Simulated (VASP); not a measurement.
# TiAl3 (Pm) in VASP: a series of runs

The runs below take TiAl3 through single point, with PBEsol.

All numbers are computed with VASP 6.6.1; they aren't measurements. Logs are shortened: lines on timing, memory, paths and dates and some standing lists are left out, and cuts for length are marked.

## 1. The cell of the first run

The structure is monoclinic, space group Pm (No. 6). Conventional cell: a = 4.671 Å, b = 2.781 Å, c = 4.894 Å, α = 90.00°, β = 91.15°, γ = 90.00°. Within 3.7 Å of Ti (site symmetry m) lie 2 Ti at 2.78 Å and 10 Al at 2.80 to 2.86 Å. Within 3.7 Å of Al (site symmetry m) lie 8 Al at 2.78 to 2.87 Å and 4 Ti at 2.81 to 2.82 Å. Al (site symmetry m) has 8 Al at 2.78 to 2.87 Å and 4 Ti at 2.83 to 2.86 Å within 3.7 Å. Al (site symmetry m) has 10 Al at 2.78 to 2.87 Å and 2 Ti at 2.80 to 2.85 Å within 3.7 Å.

## 2. Single point, PBEsol (strain -0.0200 x Voigt [0, 0, 0, 1, 0, 0])

INCAR

```
  PREC = Accurate
  ENCUT = 520
  EDIFF = 1E-6
  ISMEAR = 0
  SIGMA = 0.15
  LREAL = False
  LASPH = True
  NELM = 80
  ALGO = Fast
  ISIF = 2
  LWAVE = False
  LCHARG = True
  GGA = PS
  LELF = True
  LVHAR = True
  NBANDS = 18
```

KPOINTS

```
Automatic mesh
0
Gamma
  18 10 10
```

POSCAR

```
TiAl3
1.0
    2.7813912058      0.0000000000      0.0000000000
    0.0000000000      4.6710700323     -0.0467107003
    0.0000000000     -0.0489340304      4.8934030395
Ti Al
1 3
Direct
    0.0000000000      0.5000000000      0.1631682049
    0.5000000000      0.5000000000      0.6640465240
    0.5000000000      0.0000000000      0.3331101826
    0.0000000000      0.0000000000      0.8396740885
```

Potentials or basis: VASP PAW PBE potentials, release 64 (Ti_sv, Al).

The run is started by

```sh
$ cat potpaw_PBE.64/Ti_sv/POTCAR potpaw_PBE.64/Al/POTCAR > POTCAR
$ mpirun -np 1 vasp_std > vasp.out
```

OUTCAR:

```text
PREC = Accurate
   ENCUT = 520
   EDIFF = 1E-6
   ISMEAR = 0
   LREAL = False
   LASPH = True
   NELM = 80
   ISIF = 2
   GGA = PS

 ion  position               nearest neighbor table
   1  0.000  0.500  0.163-   4 2.80   2 2.81   2 2.81   2 2.82   2 2.82   3 2.83   3 2.83   4 2.85
                             3 2.86   3 2.86
   2  0.500  0.500  0.664-   1 2.81   1 2.81   3 2.82   1 2.82   1 2.82   4 2.84   4 2.84   4 2.87
                             4 2.87   3 2.87
   3  0.500  0.000  0.333-   4 2.79   4 2.79   2 2.82   1 2.83   1 2.83   4 2.84   4 2.84   1 2.86
                             1 2.86   2 2.87
   4  0.000  0.000  0.840-   3 2.79   3 2.79   1 2.80   2 2.84   2 2.84   3 2.84   3 2.84   1 2.85
                             2 2.87   2 2.87

  LATTYP: Found a simple monoclinic cell.
 ALAT       =     4.6713035800
 B/A-ratio  =     0.5954207767
 C/A-ratio  =     1.0475978749
 COS(beta)  =    -0.0199980002

  Lattice vectors:

 A1 = (   0.0000000000,   4.6710700323,  -0.0467107003)
 A2 = (  -2.7813912058,   0.0000000000,   0.0000000000)
 A3 = (   0.0000000000,  -0.0489340304,   4.8934030395)

Analysis of symmetry for initial positions (statically):
=====================================================================
 Subroutine PRICEL returns:
 Original cell was already a primitive cell.

 Routine SETGRP: Setting up the symmetry group for a
 simple monoclinic supercell.

 Subroutine GETGRP returns: Found  2 space group operations
 (whereof  2 operations were pure point group operations)
 out of a pool of  4 trial point group operations.

The static configuration has the point symmetry C_1h.

Analysis of symmetry for dynamics (positions and initial velocities):
=====================================================================
 Subroutine PRICEL returns:
 Original cell was already a primitive cell.

 Routine SETGRP: Setting up the symmetry group for a
 simple monoclinic supercell.

 Subroutine GETGRP returns: Found  2 space group operations
 (whereof  2 operations were pure point group operations)
 out of a pool of  4 trial point group operations.

The dynamic configuration has the point symmetry C_1h.

 Subroutine INISYM returns: Found  2 space group operations
 (whereof  2 operations are pure point group operations),
 and found     1 'primitive' translations

----------------------------------------------------------------------------------------

                                     Primitive cell

[... 96 lines left out ...]
   EDIFFG = 0.1E-04   stopping-criterion for IOM
   NSW    =      0    number of steps for IOM
   IBRION =     -1    ionic relax: 0-MD 1-quasi-New 2-CG
   NFREE  =      0    steps in history (QN), initial steepest desc. (CG)
   ISIF   =      2    stress and relaxation
   ISYM   =      2    0-nonsym 1-usesym 2-fastsym
   POTIM  = 0.5000    time-step for ionic-motion
   TEBEG  =    0.0;   TEEND  =   0.0 temperature during run
   PSTRESS=    0.0 pullay stress
   NELECT =      21.0000    total number of electrons
   NUPDOWN=      -1.0000    fix difference up-down
   EMIN   =  10.00;   EMAX   =-10.00  energy-range for DOS
   EFERMI =   0.00;   METHOD = LEGACY
   ISMEAR =     0;   SIGMA  =   0.15  broadening in eV -4-tet -1-fermi 0-gaus
   EFERMI_NEDOS =   21; number of points for ismear=-14 and -15
   IALGO  =     68    algorithm
   IMIX   =      4    mixing-type and parameters
     AMIX     =   0.40;   BMIX     =  1.00
     AMIX_MAG =   1.60;   BMIX_MAG =  1.00
  volume/ion in A,a.u.               =      15.89       107.25
  Fermi-wavevector in a.u.,A,eV,Ry     =   1.131703  2.138609 17.425695  1.280752
  Thomas-Fermi vector in A             =   2.268403
   LORBIT       =      0    0 simple, 1 ext, 2 COOP (PROOUT), +10 PAW based schemes
   GGA     = PS    functional components
   LHFCALC =     F    Hartree Fock is set to
   AEXX    =    0.0000 exact exchange contribution
   IVDW    =     0    specifies the selected vdW correction
   LEPSILON=     F    determine dielectric tensor
   LRPA    =     F    only Hartree local field effects (RPA)
 non-spin polarized calculation
 RMM-DIIS sequential band-by-band and
 Gauss-broadening in eV      SIGMA  =   0.15
  energy-cutoff  :      520.00
  volume of cell :       63.57
 maximum number of plane-waves:      1736
 NGX is ok and might be reduce to    24
   NGX = 11   NGY = 17   NGZ = 19

 number of electron      21.0000000 magnetization

 Free energy of the ion-electron system (eV)
  ---------------------------------------------------
  ext. energy  EPLUGINS =         0.00000000
  ---------------------------------------------------
  free energy    TOTEN  =       -21.60140518 eV

  energy without entropy =      -21.57129089  energy(sigma->0) =      -21.58634803

 E-fermi :   8.2236     XC(G=0): -10.8106

 val. band max:        8.2197558107   @ k =   0.1667   0.4000   0.4000
 cond. band min:       8.2260296766   @ k =   0.1111  -0.4000   0.4000
 fundamental gap:      0.0062738659
 Fermi energy:         8.2236073028

 k-point     1 :       0.0000    0.0000    0.0000
  band No.  band energies     occupation
      1     -47.9750      2.00000
      2     -24.4118      2.00000
      3     -24.4012      2.00000
      4     -23.9927      2.00000
      5      -2.0273      2.00000
      6       3.0265      2.00000
[... 481 lines left out ...]
      5      -1.2271      2.00000
      6       2.6440      2.00000
[... 10 lines left out ...]
     17      12.5179      0.00000
     18      14.9580      0.00000

 [... further k-points ...]

------------------------ aborting loop because EDIFF is reached ----------------------------------------

  FORCE on cell =-STRESS in cart. coord.  units (eV):
  Direction    XX          YY          ZZ          XY          YZ          ZX
  --------------------------------------------------------------------------------------
  -------------------------------------------------------------------------------------
  Total        0.0167835      0.0377493      0.0740421      0.0000000      0.5599777      0.0000000
  in kB        0.4230064      0.9514231      1.8661364      0.0000000     14.1135191      0.0000000
  external PRESSURE =       1.0801886 kB  Pullay stress =       0.0000000 kB

 VOLUME and BASIS-vectors are now :
 -----------------------------------------------------------------------------
  energy-cutoff  :      520.00
  volume of cell :       63.57
      direct lattice vectors                 reciprocal lattice vectors
     2.781391206  0.000000000  0.000000000     0.359532308  0.000000000  0.000000000
     0.000000000  4.671070032 -0.046710700     0.000000000  0.214105120  0.002141051
     0.000000000 -0.048934030  4.893403039     0.000000000  0.002043772  0.204377200

 POSITION                                       TOTAL-FORCE (eV/Angst)
 -----------------------------------------------------------------------------------
      0.00000      2.32755      0.77509         0.000000      0.026138      0.001995
      1.39070      2.30304      3.22609         0.000000     -0.007968      0.002993
      1.39070     -0.01630      1.63004         0.000000     -0.006756      0.000370
      0.00000     -0.04109      4.10886         0.000000     -0.011414     -0.005358
 -----------------------------------------------------------------------------------
    total drift:                               -0.000000     -0.000226      0.000160

  FREE ENERGIE OF THE ION-ELECTRON SYSTEM (eV)
  ---------------------------------------------------
  free  energy   TOTEN  =       -21.6014051813 eV

  energy  without entropy=      -21.5712908863  energy(sigma->0) =      -21.58634803
```

OSZICAR:

```text
N       E                     dE             d eps       ncg     rms          rms(c)
DAV:   1     0.130811149685E+03    0.13081E+03   -0.94962E+03 18720   0.109E+03
DAV:   2    -0.101061519850E+02   -0.14092E+03   -0.13756E+03 18936   0.297E+02
DAV:   3    -0.226997680385E+02   -0.12594E+02   -0.12397E+02 33122   0.731E+01
[... 18 lines left out ...]
RMM:  22    -0.216013990966E+02   -0.35625E-05   -0.38471E-05 25387   0.221E-02    0.149E-03
RMM:  23    -0.216014016305E+02   -0.25339E-05   -0.27210E-05 23465   0.180E-02    0.237E-03
RMM:  24    -0.216014032777E+02   -0.16473E-05   -0.17831E-05 23319   0.157E-02    0.139E-03
RMM:  25    -0.216014044149E+02   -0.11371E-05   -0.13097E-05 22066   0.134E-02    0.224E-03
RMM:  26    -0.216014051813E+02   -0.76649E-06   -0.88017E-06 21290   0.118E-02
   1 F= -.21601405E+02 E0= -.21586348E+02  d E =-.301143E-01
```

stdout:

```text
POSCAR found type information on POSCAR TiAl
 POSCAR found :  2 types and       4 ions
 scaLAPACK will be used
 -----------------------------------------------------------------------------
|                                                                             |
|                                                                             |
[... 21 lines left out ...]
WARNING in EDDRMM: call to ZHEGV failed, returncode =   6  3     15
WARNING in EDDRMM: call to ZHEGV failed, returncode =   6  3      6
WARNING in EDDRMM: call to ZHEGV failed, returncode =   8  4     10
WARNING in EDDRMM: call to ZHEGV failed, returncode =   8  4      2
WARNING in EDDRMM: call to ZHEGV failed, returncode =   6  3      4
WARNING in EDDRMM: call to ZHEGV failed, returncode =   6  3      6
WARNING in EDDRMM: call to ZHEGV failed, returncode =   6  3     13
WARNING in EDDRMM: call to ZHEGV failed, returncode =   6  3      5
```

Wall time 26 min (1 thread of Oxide Virtual Turin-like, shared host); peak memory 0.58 GiB.

What came out:

```yaml
Free_energy: -21.6014 eV
Pressure: 0.1 GPa
Largest_force: 0.026 eV/Å
Band_gap_on_the_k_mesh: zero (an odd number of electrons rules out a gap without spin polarisation)
```

Forces on the atoms (eV/Å):
```
Ti   0.000  0.026  0.002
Al   0.000 -0.008  0.003
Al   0.000 -0.007  0.000
Al   0.000 -0.011 -0.005
```

Stress tensor (GPa, compression positive):
```
0.04 0.00 0.00
0.00 0.10 1.41
0.00 1.41 0.19
```

Caveat: the cell differs from its parent crystal (strain -0.0200 x Voigt [0, 0, 0, 1, 0, 0]); the PAW data sets were made with another functional, which shifts forces and pressure a little.

## 3. Single point, PBEsol (strain +0.0150 x Voigt [0, 0, 0, 1, 0, 0])

INCAR

```
SYSTEM = TiAl3
PREC     = Accurate       ! precision mode
ENCUT    = 520            ! plane-wave cutoff, eV
EDIFF    = 1E-6           ! SCF threshold, eV
ISMEAR   = 0              ! smearing method
SIGMA    = 0.15           ! smearing width, eV
LREAL    = .FALSE.        ! projectors in reciprocal space
LASPH    = .TRUE.         ! aspherical terms in the spheres
NELM     = 80             ! most SCF steps
ALGO     = Fast           ! electronic algorithm
ISIF     = 2              ! what is computed and relaxed
LWAVE    = .FALSE.        ! write WAVECAR
LCHARG   = .FALSE.        ! write CHGCAR
GGA      = PS             ! functional
NBANDS   = 18             ! bands
```

KPOINTS

```
Automatic mesh
0
G
  18 10 10
  0 0 0
```

Edit POSCAR of step 2 so:

```diff
@@ -3,4 +3,4 @@
     2.7813912058      0.0000000000      0.0000000000
-    0.0000000000      4.6710700323     -0.0467107003
-    0.0000000000     -0.0489340304      4.8934030395
+    0.0000000000      4.6710700323      0.0350330252
+    0.0000000000      0.0367005228      4.8934030395
 Ti Al
```

Potentials or basis: VASP PAW PBE potentials, release 64 (Ti_sv, Al).

The run is started by

```sh
$ cat potpaw_PBE.64/Ti_sv/POTCAR potpaw_PBE.64/Al/POTCAR > POTCAR
$ mpirun -np 1 vasp_std > vasp.out
```

It took 26 min on 1 thread of Oxide Virtual Turin-like, shared host; peak memory 0.58 GiB.

The run converged. Its results:

```
Free energy            : -21.6039 eV
Pressure               : 0.1 GPa
Largest force          : 0.020 eV/Å
Band gap on the k mesh : zero (an odd number of electrons rules out a gap without spin polarisation)
```

Forces in eV/Å, atoms in the order of the input:
```
Ti   0.000 -0.020  0.000
Al   0.000  0.006  0.001
Al   0.000  0.005  0.002
Al   0.000  0.009 -0.004
```

Stress tensor (GPa, compression positive):
```
 0.01  0.00  0.00
 0.00  0.06 -1.06
 0.00 -1.06  0.16
```

Levels at points of the mesh, in eV from the Fermi level:
| k point | band 9 | band 10 | band 11 | band 12 | band 13 | band 14 |
| --- | --- | --- | --- | --- | --- | --- |
| (0.00, 0.00, 0.00) | -2.71 | -0.86 | -0.43 | 2.52 | 2.53 | 2.59 |
| (0.50, 0.00, 0.00) | -1.75 | 0.45 | 0.65 | 0.80 | 1.43 | 1.64 |
| (0.00, 0.50, 0.00) | -2.05 | -1.56 | -0.19 | 2.45 | 2.53 | 2.68 |
| (0.50, 0.50, 0.00) | -1.71 | -0.48 | -0.26 | 0.83 | 1.16 | 1.37 |
| (0.00, 0.00, 0.50) | -2.18 | -1.12 | -0.34 | 2.29 | 2.42 | 2.60 |
| (0.50, 0.00, 0.50) | -1.34 | -0.14 | -0.12 | 0.60 | 1.27 | 1.97 |
| (0.00, 0.50, 0.50) | -0.22 | -0.08 | 0.72 | 2.45 | 2.47 | 3.60 |
| (0.50, 0.50, 0.50) | -2.78 | -2.67 | -0.65 | -0.19 | 1.08 | 2.15 |

Caveat: the cell differs from its parent crystal (strain +0.0150 x Voigt [0, 0, 0, 1, 0, 0]); the PAW data sets were made with another functional, which shifts forces and pressure a little.

## 4. Single point, PBEsol (strain -0.0100 x Voigt [0, 0, 0, 1, 0, 0])

INCAR

```
SYSTEM = TiAl3
  PREC = Accurate
  ENCUT = 520
  EDIFF = 1E-7
  ISMEAR = 0
  SIGMA = 0.15
  LREAL = .False.
  LASPH = .True.
  NELM = 80
  ALGO = Fast
  ISIF = 2
  LWAVE = .False.
  LCHARG = .True.
  GGA = PS
  LELF = .True.
  LVHAR = .True.
  NBANDS = 18
```

KPOINTS

```
regular mesh
0
Gamma
  18 10 10
  0 0 0
```

Edit POSCAR of step 3 so:

```diff
@@ -3,4 +3,4 @@
     2.7813912058      0.0000000000      0.0000000000
-    0.0000000000      4.6710700323      0.0350330252
-    0.0000000000      0.0367005228      4.8934030395
+    0.0000000000      4.6710700323     -0.0233553502
+    0.0000000000     -0.0244670152      4.8934030395
 Ti Al
```

Potentials or basis: VASP PAW PBE potentials, release 64 (Ti_sv, Al).

The run is started by

```sh
$ cat potpaw_PBE.64/Ti_sv/POTCAR potpaw_PBE.64/Al/POTCAR > POTCAR
$ mpirun -np 1 vasp_std > vasp.out
```

OUTCAR:

```text
SYSTEM = TiAl3
   PREC = Accurate
   ENCUT = 520
   EDIFF = 1E-7
   ISMEAR = 0
   LREAL = .False.
   LASPH = .True.
   NELM = 80
   ISIF = 2
   GGA = PS

 ion  position               nearest neighbor table
   1  0.000  0.500  0.163-   4 2.81   2 2.81   2 2.81   2 2.82   2 2.82   4 2.83   3 2.84   3 2.84
                             3 2.85   3 2.85
   2  0.500  0.500  0.664-   1 2.81   1 2.81   1 2.82   1 2.82   3 2.83   4 2.84   4 2.84   3 2.86
                             4 2.86   4 2.86
   3  0.500  0.000  0.333-   4 2.79   4 2.79   2 2.83   1 2.84   1 2.84   4 2.84   4 2.84   1 2.85
                             1 2.85   2 2.86
   4  0.000  0.000  0.840-   3 2.79   3 2.79   1 2.81   1 2.83   3 2.84   3 2.84   2 2.84   2 2.84
                             2 2.86   2 2.86

  LATTYP: Found a simple monoclinic cell.
 ALAT       =     4.6711284203
 B/A-ratio  =     0.5954431040
 C/A-ratio  =     1.0475978749
 COS(beta)  =    -0.0099997500

  Lattice vectors:

 A1 = (   0.0000000000,   4.6710700323,  -0.0233553502)
 A2 = (  -2.7813912058,   0.0000000000,   0.0000000000)
 A3 = (   0.0000000000,  -0.0244670152,   4.8934030395)

Analysis of symmetry for initial positions (statically):
[... 183 lines left out ...]
 fundamental gap:      0.0052021519
 Fermi energy:         8.2218794755

 k-point     1 :       0.0000    0.0000    0.0000
  band No.  band energies     occupation
      1     -47.9760      2.00000
      2     -24.4100      2.00000
      3     -24.4047      2.00000
      4     -23.9938      2.00000
      5      -2.0276      2.00000
      6       3.0246      2.00000
[... 481 lines left out ...]
      5      -1.2275      2.00000
      6       2.6433      2.00000
[... 10 lines left out ...]
     17      12.5112      0.00000
     18      14.9436      0.00000

 [... further k-points ...]

------------------------ aborting loop because EDIFF is reached ----------------------------------------

  FORCE on cell =-STRESS in cart. coord.  units (eV):
  Direction    XX          YY          ZZ          XY          YZ          ZX
  --------------------------------------------------------------------------------------
  -------------------------------------------------------------------------------------
  Total        0.0097691      0.0242472      0.0702519      0.0000000      0.2802677      0.0000000
  in kB        0.2461992      0.6110726      1.7704772      0.0000000      7.0632582      0.0000000
  external PRESSURE =       0.8759163 kB  Pullay stress =       0.0000000 kB

 VOLUME and BASIS-vectors are now :
 -----------------------------------------------------------------------------
  energy-cutoff  :      520.00
  volume of cell :       63.57
      direct lattice vectors                 reciprocal lattice vectors
     2.781391206  0.000000000  0.000000000     0.359532308  0.000000000  0.000000000
     0.000000000  4.671070032 -0.023355350     0.000000000  0.214089062  0.001070445
     0.000000000 -0.024467015  4.893403039     0.000000000  0.001021809  0.204361871

 POSITION                                       TOTAL-FORCE (eV/Angst)
 -----------------------------------------------------------------------------------
      0.00000      2.33154      0.78677         0.000000      0.013047     -0.000805
      1.39070      2.31929      3.23777         0.000000     -0.003900      0.000250
      1.39070     -0.00815      1.63004         0.000000     -0.003451      0.003608
      0.00000     -0.02054      4.10886         0.000000     -0.005696     -0.003053
 -----------------------------------------------------------------------------------
    total drift:                                0.000000     -0.000222      0.000229

  FREE ENERGIE OF THE ION-ELECTRON SYSTEM (eV)
  ---------------------------------------------------
  free  energy   TOTEN  =       -21.6056110580 eV

  energy  without entropy=      -21.5755124565  energy(sigma->0) =      -21.59056176
```

It took 28 min on 1 thread of Oxide Virtual Turin-like, shared host; peak memory 0.59 GiB.

What came out:

```
Free energy            : -21.6056 eV
Pressure               : 0.1 GPa
Largest force          : 0.013 eV/Å
Band gap on the k mesh : zero (an odd number of electrons rules out a gap without spin polarisation)
```

Forces on the atoms (eV/Å):
```
Ti   0.000  0.013 -0.001
Al   0.000 -0.004  0.000
Al   0.000 -0.003  0.004
Al   0.000 -0.006 -0.003
```

Levels at points of the mesh, in eV from the Fermi level:
```tsv
k point	band 9	band 10	band 11	band 12	band 13	band 14
(0.00, 0.00, 0.00)	-2.70	-0.86	-0.43	2.52	2.59	2.59
(0.50, 0.00, 0.00)	-1.75	0.44	0.65	0.80	1.43	1.64
(0.00, 0.50, 0.00)	-2.05	-1.56	-0.19	2.45	2.53	2.69
(0.50, 0.50, 0.00)	-1.71	-0.48	-0.25	0.83	1.17	1.37
(0.00, 0.00, 0.50)	-2.18	-1.12	-0.34	2.29	2.42	2.60
(0.50, 0.00, 0.50)	-1.34	-0.14	-0.12	0.61	1.27	1.98
(0.00, 0.50, 0.50)	-0.22	-0.07	0.72	2.45	2.47	3.60
(0.50, 0.50, 0.50)	-2.77	-2.68	-0.65	-0.19	1.08	2.14
```

Caveat: the cell differs from its parent crystal (strain -0.0100 x Voigt [0, 0, 0, 1, 0, 0]); the PAW data sets were made with another functional, which shifts forces and pressure a little.

## 5. Summary

```csv
cell,further INCAR settings,gap on the mesh (eV),pressure (GPa),largest force (eV/Å)
"a = 2.781, b = 4.671, c = 4.894 Å, angles 91.1, 90.0, 90.0°, 4 atoms",ALGO = Fast; EDIFF = 1e-06; NBANDS = 18,none,0.1,0.03
"a = 2.781, b = 4.671, c = 4.894 Å, angles 89.1, 90.0, 90.0°, 4 atoms",ALGO = Fast; EDIFF = 1e-06; NBANDS = 18,none,0.1,0.02
"a = 2.781, b = 4.671, c = 4.893 Å, angles 90.6, 90.0, 90.0°, 4 atoms",ALGO = Fast; EDIFF = 1e-07; NBANDS = 18,none,0.1,0.01
```

Alike in all rows: task single point; level PBEsol; potentials or basis VASP PAW PBE potentials, release 64 (Ti_sv, Al); no spin polarisation; k mesh 18 × 10 × 10; cutoff (eV) 520; smearing gaussian 0.15 eV.

Caveats: the PAW data sets were made with another functional, which shifts forces and pressure a little.

Absolute energies hang on the potentials; compare differences alone.
